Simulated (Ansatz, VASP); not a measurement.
One calculation of Sn, two programs

```
Sn
1.0
     3.35432    0.00000    0.00000
    -1.67716    2.90493    0.00000
     0.00000    0.00000    5.69814
Sn
2
Direct
  0.33333 0.66667 0.25000
  0.66667 0.33333 0.75000
```

Alike in both runs: functional PBE; k mesh 14 × 14 × 8; occupations fermi-dirac, width 0.05 eV; no spin polarisation.

Ansatz relaxed the structure, and its values are those at the end. VASP's run is a single point on that final structure, the one shown.

|  | VASP | Ansatz |
| --- | --- | --- |
| version | VASP 6.6.1 | Ansatz 0.2.0 |
| potentials or method | VASP PAW PBE potentials, release 64 (Sn_d), cutoff 520 eV | all-electron LAPW, scalar-relativistic |

```tsv
	VASP	Ansatz	Ansatz less VASP
pressure (GPa)	-0.1	0.0	+0.07
```

Ansatz ran all-electron here, and VASP with PAW potentials.
